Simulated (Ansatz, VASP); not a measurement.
# Li3ZrO in VASP and in Ansatz

```
Li Zr O
1.0
     3.17013    0.00000    0.00000
    -1.58506    2.74541    0.00000
     0.00000    0.00000   20.34782
Li Zr O
6 2 2
Direct
  0.66667 0.33333 0.17734
  0.33333 0.66667 0.32107
  0.66667 0.33333 0.44065
  0.33333 0.66667 0.82266
  0.66667 0.33333 0.67893
  0.33333 0.66667 0.55935
  0.33333 0.66667 0.06176
  0.66667 0.33333 0.93824
  0.00000 0.00000 0.12985
  0.00000 0.00000 0.87015
```

Alike in both runs: functional PBE; k mesh 12 × 12 × 2; occupations gaussian, width 0.1 eV; no spin polarisation.

Ansatz relaxed the structure, and its values are those at the end. VASP's run is a single point on that final structure, the one shown.

```csv
,VASP,Ansatz
version,VASP 6.6.1,Ansatz 0.2.0
potentials or method,"VASP PAW PBE potentials, release 64 (Li_sv, Zr_sv, O), cutoff 520 eV","scalar-relativistic, plane waves, PAW"
valence electrons in the cell,54,54
```

|  | VASP | Ansatz | Ansatz less VASP |
| --- | --- | --- | --- |
| gap on the k mesh at the Fermi level (eV) | none | none | - |
| rms of the force components (eV/Å) | 0.010 | 0.001 | -0.0092 |

A gap of «none» marks a metal or a gap that the smearing closes.

Noted on VASP's run: the cutoff is short for stress, so the pressure is rough.
